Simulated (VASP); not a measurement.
Wanted: the native input for a VASP 6.6.1 run.

| Property | Result |
| --- | --- |
| Task | single point |
| Functional | PBEsol |
| Potentials or basis | VASP PAW PBE potentials, release 64 (Al, Ni) |
| Cutoff | 520 eV |
| k mesh | 16 × 16 × 14 |
| Occupations | gaussian, width 0.1 eV |
| Spin | no spin polarisation |
| Dipole correction | no |
| Further INCAR settings | ALGO = Normal; EDIFF = 1e-06; NBANDS = 14 |

The structure of AlNi lies in POSCAR:

```
AlNi
1.0
    2.0031273352     -2.0031273352      0.0000000000
    2.0031273352      2.0031273352      0.0000000000
    0.0000000000      0.0000000000      2.8428895027
Al Ni
1 1
Direct
    0.0000000000      0.0000000000      0.0000000000
    0.5000000000      0.5000000000      0.5000000000
```

These files were run (other wordings do the same):

INCAR

```
SYSTEM = AlNi
ALGO     = Normal         ! electronic algorithm
EDIFF    = 1E-6           ! SCF threshold, eV
ENCUT    = 520            ! plane-wave cutoff, eV
GGA      = PS             ! functional
ISIF     = 2              ! what is computed and relaxed
ISMEAR   = 0              ! smearing method
LASPH    = .TRUE.         ! aspherical terms in the spheres
LCHARG   = .FALSE.        ! write CHGCAR
LREAL    = .FALSE.        ! projectors in reciprocal space
LWAVE    = .FALSE.        ! write WAVECAR
NBANDS   = 14             ! bands
NELM     = 80             ! most SCF steps
PREC     = Accurate       ! precision mode
SIGMA    = 0.1            ! smearing width, eV
```

KPOINTS

```
k-points
0
G
  16 16 14
  0 0 0
```

Potentials or basis: VASP PAW PBE potentials, release 64 (Al, Ni).

Run with:

```console
$ cat potpaw_PBE.64/Al/POTCAR potpaw_PBE.64/Ni/POTCAR > POTCAR
$ mpirun -np 1 vasp_std > vasp.out
```

Results of the run:

The pressure is 5.2 GPa and the band gap on the k mesh is zero (an odd number of electrons rules out a gap without spin polarisation).

Caveat: the cell stands under pressure; the PAW data sets were made with another functional, which shifts forces and pressure a little.

It took 120 s on 1 thread of Intel Xeon 8259CL (shared host), peak memory 0.24 GiB.
